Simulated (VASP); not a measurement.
Set up this calculation in VASP 6.6.1, as the native input.

* Task: relaxation of cell and atoms
* Functional: PBEsol
* Potentials or basis: VASP PAW PBE potentials, release 64 (Pb_d)
* Cutoff: 600 eV
* k mesh: 7 × 7 × 7
* Occupations: fermi-dirac, width 0.05 eV
* Spin: no spin polarisation
* Target pressure: 10 GPa
* Dipole correction: no
* Further INCAR settings: ALGO = Normal; EDIFF = 1e-07; IBRION = 2; EDIFFG = -0.005; NSW = 80; ISIF = 3

The structure of Pb lies in POSCAR:

```
Pb
1.0
    0.0000000000      3.4390000555      3.4390000555
    3.4390000555      0.0000000000      3.4390000555
    3.4390000555      3.4390000555      0.0000000000
Pb
2
Direct
    0.2500000000      0.2500000000      0.2500000000
    0.0000000000      0.0000000000      0.0000000000
```

These files were run (other wordings do the same):

INCAR

```
SYSTEM = Pb
PREC = Accurate
ENCUT = 600
EDIFF = 1E-7
ISMEAR = -1
SIGMA = 0.05
LREAL = .FALSE.
LASPH = .TRUE.
NELM = 100
ALGO = Normal
ISIF = 3
LWAVE = .FALSE.
LCHARG = .FALSE.
GGA = PS
IBRION = 2
NSW = 80
EDIFFG = -0.005
PSTRESS = 100.0
```

KPOINTS

```
Automatic mesh
0
G
  7 7 7
  0 0 0
```

Potentials or basis: VASP PAW PBE potentials, release 64 (Pb_d).

Launch:

```console
$ cat potpaw_PBE.64/Pb_d/POTCAR > POTCAR
$ mpirun -np 1 vasp_std > vasp.out
```

Results of the run:

```
Relaxed volume                                         : 33.72 Å³/atom
Relaxed cell                                           : a = 4.569 Å, b = 4.569 Å, c = 4.569 Å, α = 60.00°, β = 60.00°, γ = 60.00°
Space group after relaxing (to 0.05 Å)                 : Fd-3m (No. 227)
Energy change on relaxing (the enthalpy is what falls) : +192.6 meV/atom
Ionic steps                                            : 7
Pressure after relaxing                                : 10.0 GPa
Band gap on the k mesh                                 : zero (band 14 reaches 6.57 eV, above the bottom of band 15 at 5.23 eV)
```

Caveat: the cell is relaxed towards a set pressure, so the enthalpy falls and the energy may rise; the volume moved by over 15 % at a fixed basis, so the end points are rough; the PAW data sets were made with another functional, which shifts forces and pressure a little; spin-orbit coupling is left out, which moves the levels of the heavy elements.

Run time: 3.3 min on 1 thread of AMD EPYC 7R43 64-Core Processor (Zen 3), on a shared host, peak memory 0.21 GiB.
